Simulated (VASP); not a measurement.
# Sn in VASP: single point with PBE+D3(BJ)

Aim: the single point of Sn with PBE+D3(BJ).

All numbers are computed with VASP 6.6.1; they aren't measurements. Logs are shortened: lines on timing, memory, paths and dates and some standing lists are left out, and cuts for length are marked.

### 1 The cell of the first run

The typed cell holds 1 atom: a = 3.383 Å, b = 3.383 Å, c = 3.383 Å, α = 121.57°, β = 121.57°, γ = 87.30°.

### 2 Single point, PBE+D3(BJ)

File INCAR:

```
SYSTEM = Sn
  PREC = Accurate
  ENCUT = 520
  EDIFF = 1E-7
  ISMEAR = 0
  SIGMA = 0.15
  LREAL = .FALSE.
  LASPH = .TRUE.
  NELM = 100
  ALGO = Fast
  ISIF = 2
  LWAVE = .FALSE.
  LCHARG = .TRUE.
  GGA = PE
  IVDW = 12
  LELF = .TRUE.
  LVHAR = .TRUE.
  NBANDS = 13
```

File KPOINTS:

```
regular mesh
0
G
  26 26 26
  0 0 0
```

File POSCAR:

```
Sn
1.0
   -1.6509597659      1.6511547050      2.4476242608
    1.6509597659     -1.6511547050      2.4476242608
    1.6509597659      1.6511547050     -2.4476242608
Sn
1
Direct
    0.0000000000      0.0000000000      0.0000000000
```

Potentials or basis: VASP PAW PBE potentials, release 64 (Sn_d).

On the command line:

```console
cat potpaw_PBE.64/Sn_d/POTCAR > POTCAR
mpirun -np 1 vasp_std > vasp.out
```

OUTCAR:

```text
SYSTEM = Sn
   PREC = Accurate
   ENCUT = 520
   EDIFF = 1E-7
   ISMEAR = 0
   LREAL = .FALSE.
   LASPH = .TRUE.
   NELM = 100
   ISIF = 2
   GGA = PE
   IVDW = 12
 IVDW          = 12

 ion  position               nearest neighbor table
   1  0.000  0.000  0.000-

  LATTYP: Found a body centered orthorhombic cell.
 ALAT       =     3.3019195318
 B/A-ratio  =     1.0001180762
 C/A-ratio  =     1.4825462809

  Lattice vectors:

 A1 = (  -1.6509597659,   1.6511547050,   2.4476242608)
 A2 = (   1.6509597659,  -1.6511547050,   2.4476242608)
 A3 = (   1.6509597659,   1.6511547050,  -2.4476242608)

Analysis of symmetry for initial positions (statically):
=====================================================================
 Subroutine PRICEL returns:
 Original cell was already a primitive cell.

 Routine SETGRP: Setting up the symmetry group for a
 body centered orthorhombic supercell.

 Subroutine GETGRP returns: Found  8 space group operations
 (whereof  8 operations were pure point group operations)
 out of a pool of  8 trial point group operations.

The static configuration has the point symmetry D_2h.

Analysis of symmetry for dynamics (positions and initial velocities):
=====================================================================
 Subroutine PRICEL returns:
 Original cell was already a primitive cell.

 Routine SETGRP: Setting up the symmetry group for a
 body centered orthorhombic supercell.

 Subroutine GETGRP returns: Found  8 space group operations
 (whereof  8 operations were pure point group operations)
 out of a pool of  8 trial point group operations.

The dynamic configuration has the point symmetry D_2h.

 Subroutine INISYM returns: Found  8 space group operations
 (whereof  8 operations are pure point group operations),
 and found     1 'primitive' translations

----------------------------------------------------------------------------------------

                                     Primitive cell

  volume of cell :      26.6888

  direct lattice vectors                    reciprocal lattice vectors
    -1.650959766  1.651154705  2.447624261     0.000000000  0.302818384  0.204279721
     1.650959766 -1.651154705  2.447624261     0.302854140  0.000000000  0.204279721
     1.650959766  1.651154705 -2.447624261     0.302854140  0.302818384  0.000000000

  length of vectors
     3.382727380  3.382727380  3.382727380     0.365279589  0.365309231  0.428275150

  position of ions in fractional coordinates (direct lattice)
     0.000000000  0.000000000  0.000000000

  ion indices of the primitive-cell ions
   primitive index   ion index
                 1           1

----------------------------------------------------------------------------------------

 KPOINTS: regular mesh

Automatic generation of k-mesh.
 Grid dimensions read from file:
 generate k-points for:   26   26   26

 Generating k-lattice:

  Cartesian coordinates                     Fractional coordinates (reciprocal lattice)
     0.000000000  0.011646861  0.007856912     0.038461538  0.000000000  0.000000000
     0.011648236  0.000000000  0.007856912    -0.000000000  0.038461538  0.000000000
     0.011648236  0.011646861  0.000000000    -0.000000000  0.000000000  0.038461538

  Length of vectors
     0.014049215  0.014050355  0.016472121

  Shift w.r.t. Gamma in fractional coordinates (k-lattice)
     0.000000000  0.000000000  0.000000000

 Subroutine IBZKPT returns following result:
 ===========================================

 Found   2471 irreducible k-points:

 Following reciprocal coordinates:
            Coordinates               Weight
  0.000000  0.000000  0.000000      1.000000
  0.038462 -0.000000  0.000000      4.000000
  0.076923 -0.000000  0.000000      4.000000
  0.115385 -0.000000  0.000000      4.000000
  0.153846 -0.000000  0.000000      4.000000
  0.192308  0.000000  0.000000      4.000000
[... 16 lines left out ...]
  0.307692  0.038462  0.000000      8.000000
  0.346154  0.038462  0.000000      8.000000
 [... further k-points ...]
   k-points           NKPTS =   2471   k-points in BZ     NKDIM =   2471   number of bands    NBANDS=     13
   number of dos      NEDOS =    301   number of ions     NIONS =      1
   total plane-waves  NPLWV =  21952
   dimension x,y,z NGX =    28 NGY =   28 NGZ =   28
   dimension x,y,z NGXF=    56 NGYF=   56 NGZF=   56
   ions per type =               1
   NGX,Y,Z   is equivalent  to a cutoff of  13.76, 13.76, 13.76 a.u.
   NGXF,Y,Z  is equivalent  to a cutoff of  27.52, 27.52, 27.52 a.u.
 SYSTEM =  Sn
   PREC   = accura    normal or accurate (medium, high low for compatibility)
   ISTART =      0    job   : 0-new  1-cont  2-samecut
   ICHARG =      2    charge: 1-file 2-atom 10-const
   ISPIN  =      1    spin polarized calculation?
   LNONCOLLINEAR =      F non collinear calculations
   LSORBIT =      F    spin-orbit coupling
   LASPH  =      T    aspherical Exc in radial PAW
   ENCUT  =  520.0 eV  38.22 Ry    6.18 a.u.   6.29  6.29  6.29*2*pi/ulx,y,z
   NELM   =    100;   NELMIN=  2; NELMDL= -5     # of ELM steps
   EDIFF  = 0.1E-06   stopping-criterion for ELM
   LREAL  =      F    real-space projection
   EDIFFG = 0.1E-05   stopping-criterion for IOM
   NSW    =      0    number of steps for IOM
   IBRION =     -1    ionic relax: 0-MD 1-quasi-New 2-CG
   NFREE  =      0    steps in history (QN), initial steepest desc. (CG)
   ISIF   =      2    stress and relaxation
   ISYM   =      2    0-nonsym 1-usesym 2-fastsym
   POTIM  = 0.5000    time-step for ionic-motion
   TEBEG  =    0.0;   TEEND  =   0.0 temperature during run
   PSTRESS=    0.0 pullay stress
   NELECT =      14.0000    total number of electrons
   NUPDOWN=      -1.0000    fix difference up-down
   EMIN   =  10.00;   EMAX   =-10.00  energy-range for DOS
   EFERMI =   0.00;   METHOD = LEGACY
   ISMEAR =     0;   SIGMA  =   0.15  broadening in eV -4-tet -1-fermi 0-gaus
   EFERMI_NEDOS =   21; number of points for ismear=-14 and -15
   IALGO  =     68    algorithm
   IMIX   =      4    mixing-type and parameters
     AMIX     =   0.40;   BMIX     =  1.00
     AMIX_MAG =   1.60;   BMIX_MAG =  1.00
  volume/ion in A,a.u.               =      26.69       180.10
  Fermi-wavevector in a.u.,A,eV,Ry     =   1.320306  2.495016 23.717774  1.743207
  Thomas-Fermi vector in A             =   2.450141
   LORBIT       =      0    0 simple, 1 ext, 2 COOP (PROOUT), +10 PAW based schemes
   GGA     = PE    functional components
   LHFCALC =     F    Hartree Fock is set to
   AEXX    =    0.0000 exact exchange contribution
   IVDW    =    12    specifies the selected vdW correction
   LEPSILON=     F    determine dielectric tensor
   LRPA    =     F    only Hartree local field effects (RPA)
 non-spin polarized calculation
 RMM-DIIS sequential band-by-band and
 Gauss-broadening in eV      SIGMA  =   0.15
  energy-cutoff  :      520.00
  volume of cell :       26.69
 maximum number of plane-waves:       737
 NGX is ok and might be reduce to    28
   NGX = 13   NGY = 13   NGZ = 13

 number of electron      14.0000005 magnetization

 Free energy of the ion-electron system (eV)
  ---------------------------------------------------
  ext. energy  EPLUGINS =         0.00000000
  ---------------------------------------------------
  free energy    TOTEN  =        -3.77819113 eV

  energy without entropy =       -3.77235926  energy(sigma->0) =       -3.77527520

 E-fermi :   8.3954     XC(G=0): -10.4493

 val. band max:        8.3934281508   @ k =   0.3077   0.2308   0.0385
 cond. band min:       8.3992101889   @ k =   0.2692  -0.4231   0.0385
 fundamental gap:      0.0057820381
 Fermi energy:         8.3953748169

 k-point     1 :       0.0000    0.0000    0.0000
  band No.  band energies     occupation
      1     -13.2332      2.00000
      2     -13.1990      2.00000
      3     -13.1990      2.00000
      4     -13.1476      2.00000
      5     -13.1104      2.00000
      6      -2.9075      2.00000
      7      16.2018      0.00000
      8      16.2048      0.00000
      9      16.2639      0.00000
     10      19.0152      0.00000
     11      20.1919      0.00000
     12      20.4071      0.00000
     13      20.4103      0.00000

 k-point     2 :       0.0385   -0.0000    0.0000
  band No.  band energies     occupation
      1     -13.2320      2.00000
      2     -13.1988      2.00000
      3     -13.1977      2.00000
      4     -13.1475      2.00000
      5     -13.1107      2.00000
      6      -2.8766      2.00000
      7      15.8340      0.00000
      8      16.1633      0.00000
      9      16.1806      0.00000
     10      18.7666      0.00000
     11      20.3421      0.00000
     12      20.4932      0.00000
     13      20.9095      0.00000

 k-point     3 :       0.0769   -0.0000    0.0000
  band No.  band energies     occupation
      1     -13.2286      2.00000
      2     -13.1979      2.00000
      3     -13.1941      2.00000
      4     -13.1468      2.00000
      5     -13.1114      2.00000
      6      -2.7836      2.00000
      7      14.8911      0.00000
      8      15.9980      0.00000
      9      16.0488      0.00000
     10      18.5040      0.00000
     11      20.6071      0.00000
     12      20.7292      0.00000
     13      21.7687      0.00000
[... 305 lines left out ...]
 k-point    23 :       0.3077    0.0385    0.0000
  band No.  band energies     occupation
      1     -13.2116      2.00000
      2     -13.2043      2.00000
      3     -13.1777      2.00000
      4     -13.0896      2.00000
      5     -13.0776      2.00000
      6      -0.7422      2.00000
      7       7.3390      2.00000
      8      14.0910      0.00000
      9      14.8263      0.00000
     10      18.1659      0.00000
     11      18.7225      0.00000
     12      20.0376      0.00000
     13      21.6042      0.00000

 k-point    24 :       0.3462    0.0385    0.0000
  band No.  band energies     occupation
      1     -13.2116      2.00000
      2     -13.2076      2.00000
      3     -13.1809      2.00000
      4     -13.0757      2.00000
      5     -13.0672      2.00000
      6      -0.2093      2.00000
      7       6.2894      2.00000
      8      13.9631      0.00000
      9      14.6436      0.00000
     10      18.1554      0.00000
     11      18.4724      0.00000
     12      19.7657      0.00000
     13      21.1946      0.00000

 [... further k-points ...]

------------------------ aborting loop because EDIFF is reached ----------------------------------------

 Edisp (eV)   -0.39206

 E8    (eV) :    -0.1882

  FORCE on cell =-STRESS in cart. coord.  units (eV):
  Direction    XX          YY          ZZ          XY          YZ          ZX
  --------------------------------------------------------------------------------------
  -------------------------------------------------------------------------------------
  Total       0.02662     0.02586     0.00533     0.00000     0.00000     0.00000
  in kB       1.59829     1.55232     0.31986     0.00000     0.00000     0.00000
  external pressure =        1.16 kB  Pullay stress =        0.00 kB

 VOLUME and BASIS-vectors are now :
 -----------------------------------------------------------------------------
  energy-cutoff  :      520.00
  volume of cell :       26.69
      direct lattice vectors                 reciprocal lattice vectors
    -1.650959766  1.651154705  2.447624261     0.000000000  0.302818384  0.204279721
     1.650959766 -1.651154705  2.447624261     0.302854140  0.000000000  0.204279721
     1.650959766  1.651154705 -2.447624261     0.302854140  0.302818384  0.000000000

 POSITION                                       TOTAL-FORCE (eV/Angst)
 -----------------------------------------------------------------------------------
      0.00000      0.00000      0.00000         0.000000      0.000000      0.000000
 -----------------------------------------------------------------------------------
    total drift:                                0.000000      0.000000      0.000000

  FREE ENERGIE OF THE ION-ELECTRON SYSTEM (eV)
  ---------------------------------------------------
  free  energy   TOTEN  =        -4.1702515581 eV

  energy  without entropy=       -4.1644196864  energy(sigma->0) =       -4.16733562
```

It took 26 min on 1 thread of Oxide Virtual Turin-like, shared host; peak memory 0.81 GiB.

What came out:

* Free energy: -4.1703 eV
* Pressure: 0.1 GPa
* Band gap on the k mesh: zero (band 7 reaches 16.20 eV, above the bottom of band 8 at 6.11 eV)
* Dispersion energy per atom: -0.392 eV

Stress tensor (GPa, compression positive):
```
0.16 0.00 0.00
0.00 0.16 0.00
0.00 0.00 0.03
```

Caveat: spin-orbit coupling is left out, which moves the levels of the heavy elements; pairwise dispersion overbinds metals, which lowers pressure and volume.
